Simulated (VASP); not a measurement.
# AlN (rock salt) (Fm-3m) in VASP: further runs, part 4 of 4

VASP 6.6.1. Earlier steps stand in the parts before.

## 7. Single point, PBE (volume scaled by 1.04)

INCAR reads:

```
SYSTEM = AlN
PREC = Accurate
ENCUT = 600
EDIFF = 1E-6
ISMEAR = 0
SIGMA = 0.01
LREAL = .False.
LASPH = .True.
NELM = 120
ALGO = Normal
ISIF = 2
LWAVE = .False.
LCHARG = .False.
GGA = PE
NBANDS = 11
GGA_COMPAT = .False.
```

KPOINTS reads:

```
Automatic mesh
0
Gamma
  10 10 10
  0 0 0
```

POSCAR reads:

```
AlN
1.0
    0.0000000000      2.0491148942      2.0491148942
    2.0491148942      0.0000000000      2.0491148942
    2.0491148942      2.0491148942      0.0000000000
Al N
1 1
Direct
    0.0000000000      0.0000000000      0.0000000000
    0.5000000000      0.5000000000      0.5000000000
```

Potentials or basis: VASP PAW PBE potentials, release 64 (Al, N).

The run is started by

```
$ cat potpaw_PBE.64/Al/POTCAR potpaw_PBE.64/N/POTCAR > POTCAR
$ mpirun -np 1 vasp_std > vasp.out
```

OUTCAR:

```text
SYSTEM = AlN
   PREC = Accurate
   ENCUT = 600
   EDIFF = 1E-6
   ISMEAR = 0
   LREAL = .False.
   LASPH = .True.
   NELM = 120
   ISIF = 2
   GGA = PE

 ion  position               nearest neighbor table
   1  0.000  0.000  0.000-   2 2.05   2 2.05   2 2.05   2 2.05   2 2.05   2 2.05
   2  0.500  0.500  0.500-   1 2.05   1 2.05   1 2.05   1 2.05   1 2.05   1 2.05

  LATTYP: Found a face centered cubic cell.
 ALAT       =     4.0982297884

  Lattice vectors:

 A1 = (   0.0000000000,   2.0491148942,   2.0491148942)
 A2 = (   2.0491148942,   0.0000000000,   2.0491148942)
 A3 = (   2.0491148942,   2.0491148942,   0.0000000000)

Analysis of symmetry for initial positions (statically):
=====================================================================
 Subroutine PRICEL returns:
 Original cell was already a primitive cell.

 Routine SETGRP: Setting up the symmetry group for a
 face centered cubic supercell.

 Subroutine GETGRP returns: Found 48 space group operations
 (whereof 48 operations were pure point group operations)
 out of a pool of 48 trial point group operations.

The static configuration has the point symmetry O_h .

Analysis of symmetry for dynamics (positions and initial velocities):
=====================================================================
 Subroutine PRICEL returns:
 Original cell was already a primitive cell.

 Routine SETGRP: Setting up the symmetry group for a
 face centered cubic supercell.

 Subroutine GETGRP returns: Found 48 space group operations
 (whereof 48 operations were pure point group operations)
 out of a pool of 48 trial point group operations.

The dynamic configuration has the point symmetry O_h .

 Subroutine INISYM returns: Found 48 space group operations
 (whereof 48 operations are pure point group operations),
 and found     1 'primitive' translations

----------------------------------------------------------------------------------------

                                     Primitive cell

  volume of cell :      17.2079

  direct lattice vectors                    reciprocal lattice vectors
     0.000000000  2.049114894  2.049114894    -0.244007792  0.244007792  0.244007792
     2.049114894  0.000000000  2.049114894     0.244007792 -0.244007792  0.244007792
     2.049114894  2.049114894  0.000000000     0.244007792  0.244007792 -0.244007792

  length of vectors
     2.897886074  2.897886074  2.897886074     0.422633892  0.422633892  0.422633892

  position of ions in fractional coordinates (direct lattice)
     0.000000000  0.000000000  0.000000000
     0.500000000  0.500000000  0.500000000

  ion indices of the primitive-cell ions
   primitive index   ion index
                 1           1
                 2           2

----------------------------------------------------------------------------------------

 KPOINTS: Automatic mesh

Automatic generation of k-mesh.
 Grid dimensions read from file:
 generate k-points for:   10   10   10

 Generating k-lattice:

  Cartesian coordinates                     Fractional coordinates (reciprocal lattice)
    -0.024400779  0.024400779  0.024400779     0.100000000  0.000000000  0.000000000
     0.024400779 -0.024400779  0.024400779     0.000000000  0.100000000  0.000000000
     0.024400779  0.024400779 -0.024400779     0.000000000  0.000000000  0.100000000

  Length of vectors
     0.042263389  0.042263389  0.042263389

  Shift w.r.t. Gamma in fractional coordinates (k-lattice)
     0.000000000  0.000000000  0.000000000

 Subroutine IBZKPT returns following result:
 ===========================================

 Found     47 irreducible k-points:

 Following reciprocal coordinates:
            Coordinates               Weight
  0.000000  0.000000  0.000000      1.000000
  0.100000  0.000000  0.000000      8.000000
  0.200000  0.000000  0.000000      8.000000
  0.300000  0.000000  0.000000      8.000000
  0.400000  0.000000  0.000000      8.000000
  0.500000  0.000000  0.000000      4.000000
[... 16 lines left out ...]
  0.300000  0.300000  0.000000      6.000000
  0.400000  0.300000  0.000000     24.000000
 [... further k-points ...]
   k-points           NKPTS =     47   k-points in BZ     NKDIM =     47   number of bands    NBANDS=     11
   number of dos      NEDOS =    301   number of ions     NIONS =      2
   total plane-waves  NPLWV =  13824
   dimension x,y,z NGX =    24 NGY =   24 NGZ =   24
   dimension x,y,z NGXF=    48 NGYF=   48 NGZF=   48
   ions per type =               1   1
   NGX,Y,Z   is equivalent  to a cutoff of  13.77, 13.77, 13.77 a.u.
   NGXF,Y,Z  is equivalent  to a cutoff of  27.54, 27.54, 27.54 a.u.
 SYSTEM =  AlN
   PREC   = accura    normal or accurate (medium, high low for compatibility)
   ISTART =      0    job   : 0-new  1-cont  2-samecut
   ICHARG =      2    charge: 1-file 2-atom 10-const
   ISPIN  =      1    spin polarized calculation?
   LNONCOLLINEAR =      F non collinear calculations
   LSORBIT =      F    spin-orbit coupling
   LASPH  =      T    aspherical Exc in radial PAW
   ENCUT  =  600.0 eV  44.10 Ry    6.64 a.u.   5.79  5.79  5.79*2*pi/ulx,y,z
   NELM   =    120;   NELMIN=  2; NELMDL= -5     # of ELM steps
   EDIFF  = 0.1E-05   stopping-criterion for ELM
   LREAL  =      F    real-space projection
   EDIFFG = 0.1E-04   stopping-criterion for IOM
   NSW    =      0    number of steps for IOM
   IBRION =     -1    ionic relax: 0-MD 1-quasi-New 2-CG
   NFREE  =      0    steps in history (QN), initial steepest desc. (CG)
   ISIF   =      2    stress and relaxation
   ISYM   =      2    0-nonsym 1-usesym 2-fastsym
   POTIM  = 0.5000    time-step for ionic-motion
   TEBEG  =    0.0;   TEEND  =   0.0 temperature during run
   PSTRESS=    0.0 pullay stress
   NELECT =       8.0000    total number of electrons
   NUPDOWN=      -1.0000    fix difference up-down
   EMIN   =  10.00;   EMAX   =-10.00  energy-range for DOS
   EFERMI =   0.00;   METHOD = LEGACY
   ISMEAR =     0;   SIGMA  =   0.01  broadening in eV -4-tet -1-fermi 0-gaus
   EFERMI_NEDOS =   21; number of points for ismear=-14 and -15
   IALGO  =     38    algorithm
   IMIX   =      4    mixing-type and parameters
     AMIX     =   0.40;   BMIX     =  1.00
     AMIX_MAG =   1.60;   BMIX_MAG =  1.00
  volume/ion in A,a.u.               =       8.60        58.06
  Fermi-wavevector in a.u.,A,eV,Ry     =   1.268222  2.396592 21.883424  1.608386
  Thomas-Fermi vector in A             =   2.401328
   LORBIT       =      0    0 simple, 1 ext, 2 COOP (PROOUT), +10 PAW based schemes
   GGA     = PE    functional components
   LHFCALC =     F    Hartree Fock is set to
   AEXX    =    0.0000 exact exchange contribution
   IVDW    =     0    specifies the selected vdW correction
   LEPSILON=     F    determine dielectric tensor
   LRPA    =     F    only Hartree local field effects (RPA)
 non-spin polarized calculation
 Gauss-broadening in eV      SIGMA  =   0.01
  energy-cutoff  :      600.00
  volume of cell :       17.21
 maximum number of plane-waves:       589
   NGX = 11   NGY = 11   NGZ = 11

 number of electron       8.0000001 magnetization

 Free energy of the ion-electron system (eV)
  ---------------------------------------------------
  ext. energy  EPLUGINS =         0.00000000
  ---------------------------------------------------
  free energy    TOTEN  =       -14.54196246 eV

  energy without entropy =      -14.54196246  energy(sigma->0) =      -14.54196246

 E-fermi :   9.5431     XC(G=0): -12.0972

 val. band max:        9.4468879530   @ k =   0.0000   0.0000   0.0000
 cond. band min:      13.6689259876   @ k =   0.5000   0.5000   0.0000
 fundamental gap:      4.2220380346
 Fermi energy:         9.5430994636

 k-point     1 :       0.0000    0.0000    0.0000
  band No.  band energies     occupation
      1      -7.7446      2.00000
      2       9.4469      2.00000
      3       9.4469      2.00000
      4       9.4469      2.00000
      5      14.5532      0.00000
      6      21.4820      0.00000
      7      21.4820      0.00000
      8      21.4820      0.00000
      9      26.5145      0.00000
     10      26.9390      0.00000
     11      26.9390      0.00000
[... 309 lines left out ...]
 k-point    24 :       0.4000    0.3000    0.0000
  band No.  band energies     occupation
      1      -4.8670      2.00000
      2       3.7590      2.00000
      3       6.7591      2.00000
      4       7.2564      2.00000
      5      15.2881      0.00000
      6      16.2806      0.00000
      7      21.2002      0.00000
      8      24.5505      0.00000
      9      25.2640      0.00000
     10      30.8342      0.00000
     11      33.6374      0.00000

 [... further k-points ...]

------------------------ aborting loop because EDIFF is reached ----------------------------------------

  FORCE on cell =-STRESS in cart. coord.  units (eV):
  Direction    XX          YY          ZZ          XY          YZ          ZX
  --------------------------------------------------------------------------------------
  -------------------------------------------------------------------------------------
  Total       -0.5720875     -0.5720875     -0.5720875     -0.0000000      0.0000000      0.0000000
  in kB      -53.2652708    -53.2652708    -53.2652708     -0.0000000      0.0000000      0.0000000
  external PRESSURE =     -53.2652708 kB  Pullay stress =       0.0000000 kB

 VOLUME and BASIS-vectors are now :
 -----------------------------------------------------------------------------
  energy-cutoff  :      600.00
  volume of cell :       17.21
      direct lattice vectors                 reciprocal lattice vectors
     0.000000000  2.049114894  2.049114894    -0.244007792  0.244007792  0.244007792
     2.049114894  0.000000000  2.049114894     0.244007792 -0.244007792  0.244007792
     2.049114894  2.049114894  0.000000000     0.244007792  0.244007792 -0.244007792

 POSITION                                       TOTAL-FORCE (eV/Angst)
 -----------------------------------------------------------------------------------
      0.00000      0.00000      0.00000         0.000000      0.000000      0.000000
      2.04911      2.04911      2.04911        -0.000000     -0.000000     -0.000000
 -----------------------------------------------------------------------------------
    total drift:                               -0.000000     -0.000000      0.000000

  FREE ENERGIE OF THE ION-ELECTRON SYSTEM (eV)
  ---------------------------------------------------
  free  energy   TOTEN  =       -14.5419624554 eV

  energy  without entropy=      -14.5419624554  energy(sigma->0) =      -14.54196246
```

OSZICAR:

```text
N       E                     dE             d eps       ncg     rms          rms(c)
DAV:   1     0.157935773730E+02    0.15794E+02   -0.43476E+03  1034   0.705E+02
DAV:   2    -0.151409133092E+02   -0.30934E+02   -0.29692E+02  1248   0.160E+02
DAV:   3    -0.162487202155E+02   -0.11078E+01   -0.11055E+01  1243   0.273E+01
DAV:   4    -0.162534463894E+02   -0.47262E-02   -0.47258E-02  1183   0.197E+00
DAV:   5    -0.162534895563E+02   -0.43167E-04   -0.43166E-04  1240   0.182E-01    0.744E+00
DAV:   6    -0.145585038807E+02    0.16950E+01   -0.77051E+00  1187   0.152E+01    0.258E+00
DAV:   7    -0.145481671319E+02    0.10337E-01   -0.16379E-01  1160   0.303E+00    0.172E+00
DAV:   8    -0.145422666641E+02    0.59005E-02   -0.16982E-02  1094   0.123E+00    0.326E-01
DAV:   9    -0.145419045454E+02    0.36212E-03   -0.15541E-03  1217   0.245E-01    0.147E-01
DAV:  10    -0.145419689813E+02   -0.64436E-04   -0.15124E-04  1144   0.899E-02    0.404E-02
DAV:  11    -0.145419628260E+02    0.61553E-05   -0.19551E-05  1208   0.257E-02    0.823E-03
DAV:  12    -0.145419624554E+02    0.37065E-06   -0.76650E-07   607   0.750E-03
   1 F= -.14541962E+02 E0= -.14541962E+02  d E =-.106431E-44
```

Run time: 9 s. Hardware: 1 thread of Intel Xeon 6455B, shared host; peak memory 0.14 GiB.

What came out:

```yaml
Free_energy: -14.5420 eV
Pressure: -5.3 GPa
Band_gap_on_the_k_mesh: 4.22 eV, indirect (least direct gap 5.11 eV)
```

Levels at points of the mesh, in eV from the valence-band top:
```csv
k point,band 1,band 2,band 3,band 4,band 5,band 6,band 7,band 8,band 9
"(0.00, 0.00, 0.00)",-17.19,0.00,0.00,0.00,5.11,12.04,12.04,12.04,17.07
"(0.50, 0.00, 0.00)",-14.09,-8.05,-1.00,-1.00,5.88,10.67,10.67,12.69,15.67
"(0.50, 0.50, 0.00)",-13.17,-7.11,-2.69,-2.69,4.22,5.37,13.56,16.62,16.62
```

## 8. Overview

```csv
cell,gap on the mesh (eV),pressure (GPa)
"a = 2.782 Å, angles 60.0°, 2 atoms",5.15,31.1
"a = 2.751 Å, angles 60.0°, 2 atoms",5.08,44.1
"a = 2.870 Å, angles 60.0°, 2 atoms",4.50,1.9
"a = 2.841 Å, angles 60.0°, 2 atoms",4.79,10.2
"a = 2.812 Å, angles 60.0°, 2 atoms",5.10,19.8
"a = 2.898 Å, angles 60.0°, 2 atoms",4.22,-5.3
```

Alike in all rows: task single point; level PBE; potentials or basis VASP PAW PBE potentials, release 64 (Al, N); no spin polarisation; k mesh 10 × 10 × 10; cutoff (eV) 600; smearing gaussian 0.01 eV.

Absolute energies hang on the potentials; compare differences alone.
